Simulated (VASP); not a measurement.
## AlCo (rocksalt type): single point with PBE

Crystal: AlCo (rocksalt type).

```
Co Al
1.0
     0.00000    2.29448    2.29448
     2.29448    0.00000    2.29448
     2.29448    2.29448    0.00000
Co Al
1 1
Direct
  0.00000 0.00000 0.00000
  0.50000 0.50000 0.50000
```

```json
{"Program": "VASP 6.6.1", "Task": "single point", "Functional": "PBE", "Potentials or basis": "VASP PAW PBE potentials, release 64 (Co, Al)", "Cutoff": "520 eV", "k mesh": "15 × 15 × 15", "Occupations": "fermi-dirac, width 0.05 eV", "Spin": "no spin polarisation"}
```

```yaml
Pressure: 20.0 GPa
Band_gap_on_the_k_mesh: zero (bands 6 and 7 overlap by 0.09 eV)
```

Levels at points of the mesh, in eV from the Fermi level:
```
           k point  band 2  band 3  band 4  band 5  band 6  band 7  band 8  band 9  band 10  band 11
(0.00, 0.00, 0.00)   -1.78   -1.78   -1.78   -1.57   -1.57    8.19    8.19    8.19    11.88    11.88
```

Wall time 46 s on 1 thread of Intel Xeon 8259CL, on a shared host, peak memory 0.17 GiB.

Caveat: the cell stands under pressure; the run has no spin polarisation, though such a crystal can be magnetic. Spin polarisation is off, so any magnetic state and its effect on volume and gap are missing.
